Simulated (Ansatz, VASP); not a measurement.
# Two plane-wave programs on Mg2CdTe3

```
Mg Cd Te
1.0
     4.63322    0.00000    0.00000
    -2.31661    4.01249    0.00000
     0.00000    0.00000   11.31629
Mg Cd Te
2 1 3
Direct
  0.33333 0.66667 0.99940
  0.66667 0.33333 0.66925
  0.00000 0.00000 0.33209
  0.00000 0.00000 0.07917
  0.66667 0.33333 0.42020
  0.33333 0.66667 0.74989
```

Alike in both runs: functional PBE; k mesh 6 × 6 × 4; occupations gaussian, width 0.02 eV; no spin polarisation.

Ansatz relaxed the structure, and its values are those at the end. VASP's run is a single point on that final structure, the one shown.

```csv
,VASP,Ansatz
version,VASP 6.6.1,Ansatz 0.2.0
potentials or method,"VASP PAW PBE potentials, release 64 (Mg, Cd, Te), cutoff 520 eV","scalar-relativistic, plane waves, PAW"
valence electrons in the cell,34,88
```

```csv
,VASP,Ansatz,Ansatz less VASP
gap on the k mesh at the Fermi level (eV),1.46,1.46,+0.005
least direct gap on the mesh (eV),1.46,1.46,+0.005
pressure (GPa),0.0,0.0,-0.02
rms of the force components (eV/Å),0.006,0.001,-0.0049
```

The functional is the same, so the differences come from potentials, cutoffs and numerics. VASP's potentials hold 34 valence electrons a cell and Ansatz's 88, so a difference there can come from the potentials and not from the codes.

Neither program's run includes spin-orbit coupling.
